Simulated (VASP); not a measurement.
# HgTe (Imm2) in VASP: notebook

Runs on HgTe. Level: PBE. Tasks: single point.

Program: VASP 6.6.1. These are calculated values, not measurements. Logs are shortened: lines on timing, memory, paths and dates and some standing lists are left out, and cuts for length are marked.

## 1. The cell of the first run

The structure is orthorhombic, space group Imm2 (No. 44). Conventional cell: a = 4.513 Å, b = 4.604 Å, c = 6.447 Å, α = 90.00°, β = 90.00°, γ = 90.00°. Within 3.7 Å of Hg (site symmetry mm2) lie 4 Te at 2.77 to 2.81 Å. Within 3.7 Å of Te (site symmetry mm2) lie 4 Hg at 2.77 to 2.81 Å.

## 2. Single point, PBE (strain -0.0200 x Voigt [0, 0, 0, 0, 0, 1])

INCAR

```
SYSTEM = HgTe
PREC = Accurate
ENCUT = 520
EDIFF = 1E-7
ISMEAR = 0
SIGMA = 0.15
LREAL = .False.
LASPH = .True.
NELM = 100
ALGO = Normal
ISIF = 2
LWAVE = .False.
LCHARG = .False.
GGA = PE
NBANDS = 16
```

KPOINTS

```
regular mesh
0
Gamma
  14 14 14
  0 0 0
```

POSCAR

```
HgTe
1.0
   -0.0322350000      3.2235000000      3.2235000000
    3.2235000000     -0.0322350000      3.2235000000
    3.1912650000      3.1912650000      0.0000000000
Hg Te
1 1
Direct
    0.0000000000      0.0000000000      0.0000000000
    0.7500000000      0.7500000000      0.7500000000
```

Potentials or basis: VASP PAW PBE potentials, release 64 (Hg, Te).

Started as:

```bash
$ cat potpaw_PBE.64/Hg/POTCAR potpaw_PBE.64/Te/POTCAR > POTCAR
$ mpirun -np 1 vasp_std > vasp.out
```

OUTCAR:

```text
SYSTEM = HgTe
   PREC = Accurate
   ENCUT = 520
   EDIFF = 1E-7
   ISMEAR = 0
   LREAL = .False.
   LASPH = .True.
   NELM = 100
   ISIF = 2
   GGA = PE

 ion  position               nearest neighbor table
   1  0.000  0.000  0.000-   2 2.77   2 2.77   2 2.81   2 2.81
   2  0.750  0.750  0.750-   1 2.77   1 2.77   1 2.81   1 2.81

  LATTYP: Found a body centered orthorhombic cell.
 ALAT       =     4.5131302441
 B/A-ratio  =     1.0202020202
 C/A-ratio  =     1.4284985479

  Lattice vectors:

 A1 = (   0.0322350000,  -3.2235000000,  -3.2235000000)
 A2 = (  -0.0322350000,   3.2235000000,  -3.2235000000)
 A3 = (   3.2235000000,  -0.0322350000,   3.2235000000)

Analysis of symmetry for initial positions (statically):
=====================================================================
 Subroutine PRICEL returns:
 Original cell was already a primitive cell.

 Routine SETGRP: Setting up the symmetry group for a
 body centered orthorhombic supercell.

 Subroutine GETGRP returns: Found  4 space group operations
 (whereof  4 operations were pure point group operations)
 out of a pool of  8 trial point group operations.

The static configuration has the point symmetry C_2v.

Analysis of symmetry for dynamics (positions and initial velocities):
=====================================================================
 Subroutine PRICEL returns:
 Original cell was already a primitive cell.

 Routine SETGRP: Setting up the symmetry group for a
 body centered orthorhombic supercell.

 Subroutine GETGRP returns: Found  4 space group operations
 (whereof  4 operations were pure point group operations)
 out of a pool of  8 trial point group operations.

The dynamic configuration has the point symmetry C_2v.

 Subroutine INISYM returns: Found  4 space group operations
 (whereof  4 operations are pure point group operations),
 and found     1 'primitive' translations

----------------------------------------------------------------------------------------

                                     Primitive cell

  volume of cell :      66.9838

  direct lattice vectors                    reciprocal lattice vectors
    -0.032235000  3.223500000  3.223500000    -0.153575153  0.153575153  0.155110904
     3.223500000 -0.032235000  3.223500000     0.153575153 -0.153575153  0.155110904
     3.191265000  3.191265000  0.000000000     0.156677681  0.156677681 -0.155110904

  length of vectors
     4.558831385  4.558831385  4.513130244     0.266889580  0.266889580  0.270472150

  position of ions in fractional coordinates (direct lattice)
     0.000000000  0.000000000  0.000000000
     0.750000000  0.750000000  0.750000000

  ion indices of the primitive-cell ions
   primitive index   ion index
                 1           1
                 2           2

----------------------------------------------------------------------------------------

 KPOINTS: regular mesh

Automatic generation of k-mesh.
 Grid dimensions read from file:
 generate k-points for:   14   14   14

 Generating k-lattice:

  Cartesian coordinates                     Fractional coordinates (reciprocal lattice)
    -0.010969654  0.010969654  0.011079350     0.071428571  0.000000000  0.000000000
     0.010969654 -0.010969654  0.011079350     0.000000000  0.071428571  0.000000000
     0.011191263  0.011191263 -0.011079350     0.000000000  0.000000000  0.071428571

  Length of vectors
     0.019063541  0.019063541  0.019319439

  Shift w.r.t. Gamma in fractional coordinates (k-lattice)
     0.000000000  0.000000000  0.000000000

 Subroutine IBZKPT returns following result:
 ===========================================

 Found    428 irreducible k-points:

 Following reciprocal coordinates:
            Coordinates               Weight
  0.000000  0.000000  0.000000      1.000000
  0.071429 -0.000000  0.000000      4.000000
  0.142857 -0.000000  0.000000      4.000000
  0.214286 -0.000000  0.000000      4.000000
  0.285714 -0.000000  0.000000      4.000000
  0.357143 -0.000000  0.000000      4.000000
[... 16 lines left out ...]
  0.214286  0.142857  0.000000      4.000000
  0.285714  0.142857  0.000000      4.000000
 [... further k-points ...]
   k-points           NKPTS =    428   k-points in BZ     NKDIM =    428   number of bands    NBANDS=     16
   number of dos      NEDOS =    301   number of ions     NIONS =      2
   total plane-waves  NPLWV =  46656
   dimension x,y,z NGX =    36 NGY =   36 NGZ =   36
   dimension x,y,z NGXF=    72 NGYF=   72 NGZF=   72
   ions per type =               1   1
   NGX,Y,Z   is equivalent  to a cutoff of  13.13, 13.13, 13.26 a.u.
   NGXF,Y,Z  is equivalent  to a cutoff of  26.26, 26.26, 26.52 a.u.
 SYSTEM =  HgTe
   PREC   = accura    normal or accurate (medium, high low for compatibility)
   ISTART =      0    job   : 0-new  1-cont  2-samecut
   ICHARG =      2    charge: 1-file 2-atom 10-const
   ISPIN  =      1    spin polarized calculation?
   LNONCOLLINEAR =      F non collinear calculations
   LSORBIT =      F    spin-orbit coupling
   LASPH  =      T    aspherical Exc in radial PAW
   ENCUT  =  520.0 eV  38.22 Ry    6.18 a.u.   8.48  8.48  8.39*2*pi/ulx,y,z
   NELM   =    100;   NELMIN=  2; NELMDL= -5     # of ELM steps
   EDIFF  = 0.1E-06   stopping-criterion for ELM
   LREAL  =      F    real-space projection
   EDIFFG = 0.1E-05   stopping-criterion for IOM
   NSW    =      0    number of steps for IOM
   IBRION =     -1    ionic relax: 0-MD 1-quasi-New 2-CG
   NFREE  =      0    steps in history (QN), initial steepest desc. (CG)
   ISIF   =      2    stress and relaxation
   ISYM   =      2    0-nonsym 1-usesym 2-fastsym
   POTIM  = 0.5000    time-step for ionic-motion
   TEBEG  =    0.0;   TEEND  =   0.0 temperature during run
   PSTRESS=    0.0 pullay stress
   NELECT =      18.0000    total number of electrons
   NUPDOWN=      -1.0000    fix difference up-down
   EMIN   =  10.00;   EMAX   =-10.00  energy-range for DOS
   EFERMI =   0.00;   METHOD = LEGACY
   ISMEAR =     0;   SIGMA  =   0.15  broadening in eV -4-tet -1-fermi 0-gaus
   EFERMI_NEDOS =   21; number of points for ismear=-14 and -15
   IALGO  =     38    algorithm
   IMIX   =      4    mixing-type and parameters
     AMIX     =   0.40;   BMIX     =  1.00
     AMIX_MAG =   1.60;   BMIX_MAG =  1.00
  volume/ion in A,a.u.               =      33.49       226.01
  Fermi-wavevector in a.u.,A,eV,Ry     =   1.056434  1.996371 15.184827  1.116053
  Thomas-Fermi vector in A             =   2.191670
   LORBIT       =      0    0 simple, 1 ext, 2 COOP (PROOUT), +10 PAW based schemes
   GGA     = PE    functional components
   LHFCALC =     F    Hartree Fock is set to
   AEXX    =    0.0000 exact exchange contribution
   IVDW    =     0    specifies the selected vdW correction
   LEPSILON=     F    determine dielectric tensor
   LRPA    =     F    only Hartree local field effects (RPA)
 non-spin polarized calculation
 Gauss-broadening in eV      SIGMA  =   0.15
  energy-cutoff  :      520.00
  volume of cell :       66.98
 maximum number of plane-waves:      1827
 NGX is ok and might be reduce to    36
   NGX = 17   NGY = 17   NGZ = 17

 number of electron      18.0000001 magnetization

 Free energy of the ion-electron system (eV)
  ---------------------------------------------------
  ext. energy  EPLUGINS =         0.00000000
  ---------------------------------------------------
  free energy    TOTEN  =        -3.56884335 eV

  energy without entropy =       -3.56864194  energy(sigma->0) =       -3.56874265

 E-fermi :   3.3226     XC(G=0):  -8.7803

 val. band max:        3.2153552666   @ k =   0.0000   0.0000   0.0000
 cond. band min:       3.5544521106   @ k =   0.0714  -0.0000   0.0000
 fundamental gap:      0.3390968440
 Fermi energy:         3.3225894370

 k-point     1 :       0.0000    0.0000    0.0000
  band No.  band energies     occupation
      1      -8.8641      2.00000
      2      -4.2357      2.00000
      3      -4.2202      2.00000
      4      -4.2048      2.00000
      5      -3.6803      2.00000
      6      -3.6799      2.00000
[... 8 lines left out ...]
     15      12.7467      0.00000
     16      12.7497      0.00000

 k-point     2 :       0.0714   -0.0000    0.0000
  band No.  band energies     occupation
      1      -8.8386      2.00000
      2      -4.2285      2.00000
      3      -4.2129      2.00000
      4      -4.1963      2.00000
      5      -3.6810      2.00000
      6      -3.6806      2.00000
[... 8 lines left out ...]
     15      12.2628      0.00000
     16      12.3137      0.00000

 k-point     3 :       0.1429   -0.0000    0.0000
  band No.  band energies     occupation
      1      -8.7656      2.00000
      2      -4.2087      2.00000
      3      -4.1921      2.00000
      4      -4.1668      2.00000
      5      -3.6823      2.00000
      6      -3.6818      2.00000
[... 8 lines left out ...]
     15      11.8356      0.00000
     16      11.9100      0.00000

 k-point     4 :       0.2143   -0.0000    0.0000
  band No.  band energies     occupation
      1      -8.6568      2.00000
      2      -4.1815      2.00000
      3      -4.1644      2.00000
      4      -4.1013      2.00000
      5      -3.6819      2.00000
      6      -3.6812      2.00000
[... 8 lines left out ...]
     15      11.6510      0.00000
     16      11.7521      0.00000

 k-point     5 :       0.2857   -0.0000    0.0000
  band No.  band energies     occupation
      1      -8.5309      2.00000
      2      -4.1535      2.00000
      3      -4.1374      2.00000
      4      -3.9801      2.00000
      5      -3.6776      2.00000
      6      -3.6770      2.00000
[... 8 lines left out ...]
     15      11.7681      0.00000
     16      11.8987      0.00000

 k-point     6 :       0.3571   -0.0000    0.0000
  band No.  band energies     occupation
      1      -8.4129      2.00000
      2      -4.1310      2.00000
      3      -4.1163      2.00000
      4      -3.7875      2.00000
      5      -3.6694      2.00000
      6      -3.6693      2.00000
[... 8 lines left out ...]
     15      12.1793      0.00000
     16      12.3357      0.00000

 k-point     7 :       0.4286   -0.0000    0.0000
  band No.  band energies     occupation
      1      -8.3284      2.00000
      2      -4.1171      2.00000
      3      -4.1036      2.00000
      4      -3.6623      2.00000
      5      -3.6615      2.00000
      6      -3.5340      2.00000
[... 8 lines left out ...]
     15      12.7604      0.00000
     16      12.9397      0.00000

 k-point     8 :       0.5000   -0.0000    0.0000
  band No.  band energies     occupation
      1      -8.2977      2.00000
      2      -4.1125      2.00000
      3      -4.0995      2.00000
      4      -3.6586      2.00000
      5      -3.6581      2.00000
      6      -3.3710      2.00000
[... 8 lines left out ...]
     15      13.1216      0.00000
     16      13.3224      0.00000

 k-point     9 :       0.0714    0.0714    0.0000
  band No.  band energies     occupation
      1      -8.8291      2.00000
      2      -4.2219      2.00000
      3      -4.2175      2.00000
      4      -4.1901      2.00000
      5      -3.6858      2.00000
      6      -3.6768      2.00000
[... 8 lines left out ...]
     15      11.7404      0.00000
     16      12.7747      0.00000
[... 172 lines left out ...]
 k-point    19 :      -0.2143    0.0714    0.0000
  band No.  band energies     occupation
      1      -8.5989      2.00000
      2      -4.1720      2.00000
      3      -4.1426      2.00000
      4      -4.0616      2.00000
      5      -3.6907      2.00000
      6      -3.6689      2.00000
[... 8 lines left out ...]
     15      11.3836      0.00000
     16      12.1487      0.00000

 k-point    20 :      -0.1429    0.0714    0.0000
  band No.  band energies     occupation
      1      -8.7134      2.00000
      2      -4.1999      2.00000
      3      -4.1703      2.00000
      4      -4.1435      2.00000
      5      -3.6898      2.00000
      6      -3.6741      2.00000
[... 8 lines left out ...]
     15      11.4610      0.00000
     16      11.8505      0.00000

 k-point    21 :      -0.0714    0.0714    0.0000
  band No.  band energies     occupation
      1      -8.7979      2.00000
      2      -4.2205      2.00000
      3      -4.1955      2.00000
      4      -4.1837      2.00000
      5      -3.6855      2.00000
      6      -3.6774      2.00000
[... 8 lines left out ...]
     15      11.7946      0.00000
     16      12.0252      0.00000

 k-point    22 :       0.1429    0.1429    0.0000
  band No.  band energies     occupation
      1      -8.7291      2.00000
      2      -4.2052      2.00000
      3      -4.1821      2.00000
      4      -4.1476      2.00000
      5      -3.6995      2.00000
      6      -3.6681      2.00000
[... 8 lines left out ...]
     15      11.2991      0.00000
     16      12.8487      0.00000

 k-point    23 :       0.2143    0.1429    0.0000
  band No.  band energies     occupation
      1      -8.6462      2.00000
      2      -4.1856      2.00000
      3      -4.1528      2.00000
      4      -4.1092      2.00000
      5      -3.7046      2.00000
      6      -3.6628      2.00000
[... 8 lines left out ...]
     15      11.9097      0.00000
     16      12.7251      0.00000

 k-point    24 :       0.2857    0.1429    0.0000
  band No.  band energies     occupation
      1      -8.5360      2.00000
      2      -4.1520      2.00000
      3      -4.1215      2.00000
      4      -4.0386      2.00000
      5      -3.7003      2.00000
      6      -3.6576      2.00000
[... 8 lines left out ...]
     15      12.2291      0.00000
     16      12.7012      0.00000

 [... further k-points ...]
[... 5 lines left out ...]
  --------------------------------------------------------------------------------------
  -------------------------------------------------------------------------------------
  Total        1.7472200      1.7472200      1.7434414      0.3703667      0.0000000      0.0000000
  in kB       41.7915594     41.7915594     41.7011795      8.8587595      0.0000000      0.0000000
  external PRESSURE =      41.7614327 kB  Pullay stress =       0.0000000 kB

 VOLUME and BASIS-vectors are now :
 -----------------------------------------------------------------------------
  energy-cutoff  :      520.00
  volume of cell :       66.98
      direct lattice vectors                 reciprocal lattice vectors
    -0.032235000  3.223500000  3.223500000    -0.153575153  0.153575153  0.155110904
     3.223500000 -0.032235000  3.223500000     0.153575153 -0.153575153  0.155110904
     3.191265000  3.191265000  0.000000000     0.156677681  0.156677681 -0.155110904

 POSITION                                       TOTAL-FORCE (eV/Angst)
 -----------------------------------------------------------------------------------
      0.00000      0.00000      0.00000         0.000000      0.000000      0.136352
      4.78690      4.78690      4.83525        -0.000000     -0.000000     -0.136352
 -----------------------------------------------------------------------------------
    total drift:                                0.000000      0.000000     -0.000474

  FREE ENERGIE OF THE ION-ELECTRON SYSTEM (eV)
  ---------------------------------------------------
  free  energy   TOTEN  =        -3.5688433476 eV

  energy  without entropy=       -3.5686419428  energy(sigma->0) =       -3.56874265
```

Run time: 11 min. Hardware: 1 thread of Intel Xeon Platinum 8375C at 2.90GHz (Ice Lake), shared host; peak memory 0.58 GiB.

Results:

```
Free energy            : -3.5688 eV
Pressure               : 4.2 GPa
Largest force          : 0.136 eV/Å
Band gap on the k mesh : 0.03 eV
```

Forces in eV/Å, atoms in the order of the input:
```
Hg   0.000  0.000  0.136
Te   0.000  0.000 -0.136
```

Stress tensor (GPa, compression positive):
```
4.18 0.89 0.00
0.89 4.18 0.00
0.00 0.00 4.17
```

Levels at points of the mesh, in eV from the valence-band top:
| k point | band 7 | band 8 | band 9 | band 10 | band 11 | band 12 |
| --- | --- | --- | --- | --- | --- | --- |
| (0.00, 0.00, 0.00) | -0.72 | -0.04 | 0.00 | 0.03 | 4.10 | 4.21 |
| (0.50, 0.00, 0.00) | -5.54 | -0.98 | -0.96 | 0.75 | 5.00 | 5.10 |
| (0.50, 0.50, 0.00) | -5.49 | -2.40 | -2.23 | 1.87 | 2.48 | 8.24 |
| (0.00, 0.00, 0.50) | -5.56 | -1.05 | -1.04 | 0.65 | 4.94 | 5.04 |
| (0.50, 0.00, 0.50) | -5.49 | -2.31 | -2.31 | 1.89 | 2.46 | 8.20 |

Caveat: the cell differs from its parent crystal (strain -0.0200 x Voigt [0, 0, 0, 0, 0, 1]); the cell stands under pressure; the smearing spreads over this small gap; spin-orbit coupling is left out, which moves the levels of the heavy elements. A k mesh can miss the band edges.

## 3. Single point, PBE (strain +0.0150 x Voigt [0, 0, 0, 0, 0, 1])

INCAR

```
SYSTEM = HgTe
PREC = Accurate
ENCUT = 520
EDIFF = 1E-6
ISMEAR = 0
SIGMA = 0.15
LREAL = .False.
LASPH = .True.
NELM = 60
ALGO = Normal
ISIF = 2
LWAVE = .False.
LCHARG = .True.
GGA = PE
LELF = .True.
LVHAR = .True.
NBANDS = 16
```

KPOINTS

```
Automatic mesh
0
Gamma
  14 14 14
  0 0 0
```

POSCAR

```
HgTe
1.0
    0.0241762500      3.2235000000      3.2235000000
    3.2235000000      0.0241762500      3.2235000000
    3.2476762500      3.2476762500      0.0000000000
Hg Te
1 1
Direct
    0.0000000000      0.0000000000      0.0000000000
    0.7500000000      0.7500000000      0.7500000000
```

Potentials or basis: VASP PAW PBE potentials, release 64 (Hg, Te).

Started as:

```bash
$ cat potpaw_PBE.64/Hg/POTCAR potpaw_PBE.64/Te/POTCAR > POTCAR
$ mpirun -np 1 vasp_std > vasp.out
```

It took 8.7 min on 1 thread of Intel Xeon Platinum 8375C at 2.90GHz (Ice Lake), shared host; peak memory 0.58 GiB.

The run converged. Its results:

| Quantity | Value |
| --- | --- |
| Free energy | -3.5705 eV |
| Pressure | 4.2 GPa |
| Largest force | 0.102 eV/Å |
| Band gap on the k mesh | 0.02 eV |

Forces in eV/Å, atoms in the order of the input:
```
Hg   0.000  0.000 -0.102
Te   0.000  0.000  0.102
```

Stress tensor (GPa, compression positive):
```
 4.15 -0.66  0.00
-0.66  4.15  0.00
 0.00  0.00  4.15
```

Levels at points of the mesh, in eV from the valence-band top:
```tsv
k point	band 6	band 7	band 8	band 9	band 10	band 11	band 12	band 13
(0.00, 0.00, 0.00)	-6.86	-0.71	-0.03	0.00	0.02	4.13	4.21	4.30
(0.50, 0.00, 0.00)	-6.55	-5.55	-1.04	-1.03	0.67	4.96	5.04	6.86
(0.50, 0.50, 0.00)	-6.40	-5.48	-2.37	-2.25	1.88	2.48	8.25	8.88
(0.00, 0.00, 0.50)	-6.56	-5.54	-0.98	-0.97	0.74	5.00	5.08	6.86
(0.50, 0.00, 0.50)	-6.40	-5.48	-2.31	-2.31	1.89	2.47	8.22	8.89
```

Caveat: the cell differs from its parent crystal (strain +0.0150 x Voigt [0, 0, 0, 0, 0, 1]); the cell stands under pressure; the smearing spreads over this small gap; spin-orbit coupling is left out, which moves the levels of the heavy elements. A k mesh can miss the band edges.

(Part 1 of 2 ends here.)

The gap in the log of VASP goes by the Fermi energy; the results here count the filled bands.